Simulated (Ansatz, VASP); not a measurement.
One calculation of Al2Cu, two programs

```
CELL_PARAMETERS angstrom
-3.02645 3.02645 2.46210
3.02645 -3.02645 2.46210
3.02645 3.02645 -2.46210
ATOMIC_POSITIONS crystal
Al 0.15932 0.65932 0.81864
Al 0.65932 0.84068 0.50000
Al 0.84068 0.34068 0.18136
Al 0.34068 0.15932 0.50000
Cu 0.75000 0.75000 0.00000
Cu 0.25000 0.25000 0.00000
```

Alike in both runs: task single point; functional PBEsol; k mesh 10 × 10 × 10; occupations gaussian, width 0.15 eV; no spin polarisation.

```csv
,VASP,Ansatz
version,VASP 6.6.1,Ansatz 0.2.0
potentials or method,"VASP PAW PBE potentials, release 64 (Al, Cu), cutoff 520 eV","scalar-relativistic, plane waves, PAW"
valence electrons in the cell,34,50
```

```csv
,VASP,Ansatz,Ansatz less VASP
gap on the k mesh at the Fermi level (eV),none,none,-
pressure (GPa),-3.6,-4.0,-0.37
"traceless stress, the component that is largest in VASP (GPa)",-0.87,-0.89,-0.022
rms of the force components (eV/Å),0.022,0.023,+0.0009
```

VASP's potentials were made for PBE, not for PBEsol, and Ansatz warns of the same on its side. Atom by atom the forces differ by 0.001 eV/Å (rms over components). A gap of «none» marks a metal or a gap that the smearing closes. The functional is the same, so the differences come from potentials, cutoffs and numerics. VASP's potentials hold 34 valence electrons a cell and Ansatz's 50, so a difference there can come from the potentials and not from the codes.
